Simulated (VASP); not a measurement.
# Hf4B4 in VASP: relaxation of the atoms with PBE

Aim: the relaxation of the atoms of Hf4B4 with PBE.

All numbers are computed with VASP 6.6.1; they aren't measurements. Logs are shortened: lines on timing, memory, paths and dates and some standing lists are left out, and cuts for length are marked.

### 1 The cell of the first run

The cell holds a cluster in a box, 8 atoms: a = 10.900 Å, b = 11.200 Å, c = 11.500 Å, α = 90.00°, β = 90.00°, γ = 90.00°.

### 2 Relaxation of the atoms, PBE, collinear spin

File INCAR:

```
SYSTEM = HfB
ALGO = Normal
EDIFF = 1E-7
EDIFFG = -0.03
ENCUT = 520
GGA = PE
IBRION = 2
ISIF = 2
ISMEAR = 0
ISPIN = 2
LASPH = .TRUE.
LCHARG = .FALSE.
LMAXMIX = 4
LORBIT = 11
LREAL = .FALSE.
LWAVE = .FALSE.
MAGMOM = 1.2 1.2 1.2 1.2 0.4 0.4 0.4 0.4
NELM = 150
NSW = 60
PREC = Accurate
SIGMA = 0.05
```

File KPOINTS:

```
k-points
0
G
  1 1 1
  0 0 0
```

File POSCAR:

```
HfB
1.0
   10.9000000000      0.0000000000      0.0000000000
    0.0000000000     11.2000000000      0.0000000000
    0.0000000000      0.0000000000     11.5000000000
Hf B
4 4
Direct
    0.3883542108      0.3927751328      0.3949092378
    0.3924650253      0.6030066180      0.6049569618
    0.6218984139      0.3877821288      0.6037791268
    0.6214519166      0.6081111334      0.4056294768
    0.6128218593      0.3807870008      0.4046492129
    0.6099731439      0.6099077244      0.5937042613
    0.3847351512      0.3931120209      0.6102192940
    0.3916304863      0.6040954110      0.3950923300
```

Potentials or basis: VASP PAW PBE potentials, release 64 (Hf_pv, B).

Launch:

```
$ cat potpaw_PBE.64/Hf_pv/POTCAR potpaw_PBE.64/B/POTCAR > POTCAR
$ mpirun -np 1 vasp_gam > vasp.out
```

OUTCAR:

```text
SYSTEM = HfB
   EDIFF = 1E-7
   EDIFFG = -0.03
   ENCUT = 520
   GGA = PE
   IBRION = 2
   ISIF = 2
   ISMEAR = 0
   ISPIN = 2
   LASPH = .TRUE.
   LORBIT = 11
   LREAL = .FALSE.
   NELM = 150
   NSW = 60
   PREC = Accurate

 ion  position               nearest neighbor table
   1  0.388  0.393  0.395-   8 2.37   5 2.45   7 2.48   2 3.37   3 3.50   4 3.51
   2  0.392  0.603  0.605-   7 2.35   6 2.38   8 2.41   1 3.37   4 3.39   3 3.47
   3  0.622  0.388  0.604-   5 2.29   6 2.49   7 2.59   4 3.36   2 3.47   1 3.50
   4  0.621  0.608  0.406-   6 2.17   8 2.51   5 2.55   3 3.36   2 3.39   1 3.51
   5  0.613  0.381  0.405-   3 2.29   1 2.45   4 2.55
   6  0.610  0.610  0.594-   4 2.17   2 2.38   3 2.49
   7  0.385  0.393  0.610-   2 2.35   1 2.48   3 2.59
   8  0.392  0.604  0.395-   1 2.37   2 2.41   4 2.51

  LATTYP: Found a simple orthorhombic cell.
 ALAT       =    10.9000000000
 B/A-ratio  =     1.0275229358
 C/A-ratio  =     1.0550458716

  Lattice vectors:

 A1 = (  10.9000000000,   0.0000000000,   0.0000000000)
 A2 = (   0.0000000000,  11.2000000000,   0.0000000000)
 A3 = (   0.0000000000,   0.0000000000,  11.5000000000)

Analysis of symmetry for initial positions (statically):
=====================================================================
 Subroutine PRICEL returns:
 Original cell was already a primitive cell.

 Routine SETGRP: Setting up the symmetry group for a
 simple orthorhombic supercell.

 Subroutine GETGRP returns: Found  1 space group operations
 (whereof  1 operations were pure point group operations)
 out of a pool of  8 trial point group operations.

The static configuration has the point symmetry C_1 .

Analysis of symmetry for dynamics (positions and initial velocities):
=====================================================================
 Subroutine PRICEL returns:
 Original cell was already a primitive cell.

 Routine SETGRP: Setting up the symmetry group for a
 simple orthorhombic supercell.

 Subroutine GETGRP returns: Found  1 space group operations
 (whereof  1 operations were pure point group operations)
 out of a pool of  8 trial point group operations.

The dynamic configuration has the point symmetry C_1 .

Analysis of structural, dynamic, and magnetic symmetry:
=====================================================================
 Subroutine PRICEL returns:
 Original cell was already a primitive cell.

 Routine SETGRP: Setting up the symmetry group for a
 simple orthorhombic supercell.

 Subroutine GETGRP returns: Found  1 space group operations
 (whereof  1 operations were pure point group operations)
 out of a pool of  8 trial point group operations.

The overall configuration has the point symmetry C_1 .

 Subroutine INISYM returns: Found  1 space group operations
 (whereof  1 operations are pure point group operations),
 and found     1 'primitive' translations

----------------------------------------------------------------------------------------

                                     Primitive cell

  volume of cell :    1403.9200

  direct lattice vectors                    reciprocal lattice vectors
    10.900000000  0.000000000  0.000000000     0.091743119  0.000000000  0.000000000
     0.000000000 11.200000000  0.000000000     0.000000000  0.089285714  0.000000000
     0.000000000  0.000000000 11.500000000     0.000000000  0.000000000  0.086956522

  length of vectors
    10.900000000 11.200000000 11.500000000     0.091743119  0.089285714  0.086956522

  position of ions in fractional coordinates (direct lattice)
     0.388354211  0.392775133  0.394909238
     0.392465025  0.603006618  0.604956962
     0.621898414  0.387782129  0.603779127
     0.621451917  0.608111133  0.405629477
     0.612821859  0.380787001  0.404649213
     0.609973144  0.609907724  0.593704261
     0.384735151  0.393112021  0.610219294
     0.391630486  0.604095411  0.395092330

  ion indices of the primitive-cell ions
   primitive index   ion index
                 1           1
                 2           2
                 3           3
                 4           4
[... 33 lines left out ...]
  0.000000  0.000000  0.000000      1.000000
   k-points           NKPTS =      1   k-points in BZ     NKDIM =      1   number of bands    NBANDS=     34
   number of dos      NEDOS =    301   number of ions     NIONS =      8
   total plane-waves  NPLWV = 635040
   dimension x,y,z NGX =    84 NGY =   84 NGZ =   90
   dimension x,y,z NGXF=   168 NGYF=  168 NGZF=  180
   ions per type =               4   4
   NGX,Y,Z   is equivalent  to a cutoff of  12.81, 12.47, 13.01 a.u.
   NGXF,Y,Z  is equivalent  to a cutoff of  25.62, 24.94, 26.02 a.u.
 SYSTEM =  HfB
   PREC   = accura    normal or accurate (medium, high low for compatibility)
   ISTART =      0    job   : 0-new  1-cont  2-samecut
   ICHARG =      2    charge: 1-file 2-atom 10-const
   ISPIN  =      2    spin polarized calculation?
   LNONCOLLINEAR =      F non collinear calculations
   LSORBIT =      F    spin-orbit coupling
   LASPH  =      T    aspherical Exc in radial PAW
   ENCUT  =  520.0 eV  38.22 Ry    6.18 a.u.  20.27 20.82 21.38*2*pi/ulx,y,z
   NELM   =    150;   NELMIN=  2; NELMDL= -5     # of ELM steps
   EDIFF  = 0.1E-06   stopping-criterion for ELM
   LREAL  =      F    real-space projection
   EDIFFG = -.3E-01   stopping-criterion for IOM
   NSW    =     60    number of steps for IOM
   IBRION =      2    ionic relax: 0-MD 1-quasi-New 2-CG
   NFREE  =      1    steps in history (QN), initial steepest desc. (CG)
   ISIF   =      2    stress and relaxation
   ISYM   =      2    0-nonsym 1-usesym 2-fastsym
   POTIM  = 0.5000    time-step for ionic-motion
   TEBEG  =    0.0;   TEEND  =   0.0 temperature during run
   PSTRESS=    0.0 pullay stress
   NELECT =      52.0000    total number of electrons
   NUPDOWN=      -1.0000    fix difference up-down
   EMIN   =  10.00;   EMAX   =-10.00  energy-range for DOS
   EFERMI =   0.00;   METHOD = LEGACY
   ISMEAR =     0;   SIGMA  =   0.05  broadening in eV -4-tet -1-fermi 0-gaus
   EFERMI_NEDOS =   21; number of points for ismear=-14 and -15
   IALGO  =     38    algorithm
   IMIX   =      4    mixing-type and parameters
     AMIX     =   0.40;   BMIX     =  1.00
     AMIX_MAG =   1.60;   BMIX_MAG =  1.00
  volume/ion in A,a.u.               =     175.49      1184.26
  Fermi-wavevector in a.u.,A,eV,Ry     =   0.545710  1.031242  4.051805  0.297799
  Thomas-Fermi vector in A             =   1.575197
   LORBIT       =     11    0 simple, 1 ext, 2 COOP (PROOUT), +10 PAW based schemes
   GGA     = PE    functional components
   LHFCALC =     F    Hartree Fock is set to
   AEXX    =    0.0000 exact exchange contribution
   IVDW    =     0    specifies the selected vdW correction
   LEPSILON=     F    determine dielectric tensor
   LRPA    =     F    only Hartree local field effects (RPA)
 conjugate gradient relaxation of ions
 spin polarized calculation
 Gauss-broadening in eV      SIGMA  =   0.05
  energy-cutoff  :      520.00
  volume of cell :     1403.92
 maximum number of plane-waves:     18906
 NGX is ok and might be reduce to    84
   NGX = 41   NGY = 41   NGZ = 43

--------------------------------------- Ionic step        1  -------------------------------------------

 number of electron      52.0000001 magnetization       4.0000006

 Free energy of the ion-electron system (eV)
  ---------------------------------------------------
  ext. energy  EPLUGINS =         0.00000000
  ---------------------------------------------------
  free energy    TOTEN  =       -48.26911992 eV

  energy without entropy =      -48.26866043  energy(sigma->0) =      -48.26889018

------------------------ aborting loop because EDIFF is reached ----------------------------------------

  FORCE on cell =-STRESS in cart. coord.  units (eV):
  Direction    XX          YY          ZZ          XY          YZ          ZX
  --------------------------------------------------------------------------------------
  -------------------------------------------------------------------------------------
  Total      -16.3620931    -15.6782853    -13.6005393      0.7405440      0.6046644      0.3163588
  in kB      -18.6726983    -17.8923252    -15.5211663      0.8451214      0.6900533      0.3610340
  external PRESSURE =     -17.3620633 kB  Pullay stress =       0.0000000 kB
[... 107 lines left out ...]
  FREE ENERGIE OF THE ION-ELECTRON SYSTEM (eV)
  ---------------------------------------------------
  free  energy   TOTEN  =       -50.7502757014 eV

  energy  without entropy=      -50.7455190441  energy(sigma->0) =      -50.74789737

[... ionic steps 4 to 16 ...]

--------------------------------------- Ionic step       17  -------------------------------------------

 number of electron      52.0000001 magnetization       4.0000000

------------------------ aborting loop because EDIFF is reached ----------------------------------------
[... 79 lines left out ...]
--------------------------------------- Ionic step       19  -------------------------------------------

 number of electron      52.0000001 magnetization       4.0000000

 Free energy of the ion-electron system (eV)
  ---------------------------------------------------
  ext. energy  EPLUGINS =         0.00000000
  ---------------------------------------------------
  free energy    TOTEN  =       -51.19799633 eV

  energy without entropy =      -51.19799632  energy(sigma->0) =      -51.19799632

 E-fermi :  -2.8845     XC(G=0):  -2.1426

 val. band max:       -3.0835331874   @ k =   0.0000   0.0000   0.0000
 cond. band min:      -2.6857723512   @ k =   0.0000   0.0000   0.0000
 fundamental gap:      0.3977608361
 Fermi energy:        -2.8845095245

 spin component 1

 k-point     1 :       0.0000    0.0000    0.0000
  band No.  band energies     occupation
      1     -33.6958      1.00000
      2     -33.4970      1.00000
      3     -33.4919      1.00000
      4     -33.4543      1.00000
      5     -33.3923      1.00000
      6     -33.3908      1.00000
[... 26 lines left out ...]
     33      -1.2402      0.00000
     34      -1.2362      0.00000
 Fermi energy:        -2.8845095245

 spin component 2

 k-point     1 :       0.0000    0.0000    0.0000
  band No.  band energies     occupation
      1     -33.5841      1.00000
      2     -33.3421      1.00000
      3     -33.3385      1.00000
      4     -33.2151      1.00000
      5     -33.1532      1.00000
      6     -33.1517      1.00000
[... 61 lines left out ...]
  FREE ENERGIE OF THE ION-ELECTRON SYSTEM (eV)
  ---------------------------------------------------
  free  energy   TOTEN  =       -51.1979963254 eV

  energy  without entropy=      -51.1979963215  energy(sigma->0) =      -51.19799632

 reached required accuracy - stopping structural energy minimisation

 total charge

# of ion       s       p       d       tot
------------------------------------------
    1        0.399   6.265   1.790   8.454
    2        0.400   6.266   1.790   8.456
    3        0.399   6.265   1.790   8.455
    4        0.412   6.285   1.791   8.487
    5        0.776   0.995   0.000   1.771
    6        0.776   0.992   0.000   1.768
    7        0.779   1.007   0.000   1.786
    8        0.776   0.991   0.000   1.767
--------------------------------------------------
tot          4.717  29.066   7.162  40.944

 magnetization (x)

# of ion       s       p       d       tot
------------------------------------------
    1        0.002   0.036   0.379   0.417
    2        0.002   0.038   0.375   0.415
    3        0.002   0.036   0.378   0.417
    4       -0.009   0.063   0.076   0.131
    5        0.014   0.265   0.000   0.278
    6        0.014   0.268   0.000   0.282
    7        0.018   0.344   0.000   0.362
    8        0.014   0.267   0.000   0.281
--------------------------------------------------
tot          0.057   1.317   1.208   2.583
```

Run time: 1.7 h. Hardware: 1 thread of Oxide Virtual Turin-like, shared host; peak memory 1.6 GiB.

Results:

```
Free energy                                           : -51.1980 eV
Energy gained by relaxing                             : 366.1 meV/atom
Ionic steps                                           : 19
Largest force after relaxing                          : 0.027 eV/Å
Gap between the frontier levels                       : 0.40 eV
Net moment                                            : 4.00 μB per cell
Site moments                                          : Hf +0.42, +0.41, +0.13 (each value once); B +0.28, +0.36 (each value once) μB
Valence electrons inside the program's atomic spheres : Hf 8.45, 8.46, 8.49 (each value once); B 1.77, 1.79 (each value once)
```

Forces in eV/Å, atoms in the order of the input:
```
Hf   0.008 -0.001  0.010
Hf  -0.011  0.011  0.007
Hf  -0.009 -0.015 -0.002
Hf  -0.018 -0.003 -0.001
B    0.018 -0.001 -0.020
B    0.001  0.006  0.000
B   -0.004  0.003  0.007
B    0.015  0.001 -0.002
```

Step by step:
```tsv
step	energy change (eV)	largest force (eV/Å)	pressure (GPa)
1	0.0000	3.9582	-1.74
2	-2.3105	1.9699	-0.47
3	-2.4812	1.4836	0.14
4	-2.4826	1.5140	0.08
5	-2.7205	0.8468	0.14
6	-2.7302	0.9613	0.17
7	-2.8008	0.5395	-0.04
8	-2.8024	0.6155	-0.07
9	-2.8612	0.5773	-0.05
10	-2.8951	0.5253	-0.02
11	-2.9178	0.2041	0.00
12	-2.9178	0.2234	0.01
13	-2.9250	0.0917	0.00
14	-2.9252	0.1141	0.00
15	-2.9277	0.0636	0.01
16	-2.9278	0.0814	0.01
17	-2.9285	0.0433	0.01
18	-2.9285	0.0446	0.00
19	-2.9289	0.0269	0.01
```

Final structure:
```yaml
crystal:
  lattice:
    - [10.90000, 0.00000, 0.00000]
    - [0.00000, 11.20000, 0.00000]
    - [0.00000, 0.00000, 11.50000]
  atoms:
    - { symbol: Hf, position: [0.40292, 0.40019, 0.39946] }
    - { symbol: Hf, position: [0.40444, 0.60508, 0.59348] }
    - { symbol: Hf, position: [0.61034, 0.40160, 0.59794] }
    - { symbol: Hf, position: [0.59581, 0.58439, 0.41390] }
    - { symbol: B, position: [0.60526, 0.38441, 0.40625] }
    - { symbol: B, position: [0.60701, 0.59912, 0.60839] }
    - { symbol: B, position: [0.40710, 0.40710, 0.59208] }
    - { symbol: B, position: [0.39044, 0.59769, 0.40144] }
```

Caveat: spin-orbit coupling is left out, which moves the levels of the heavy elements.
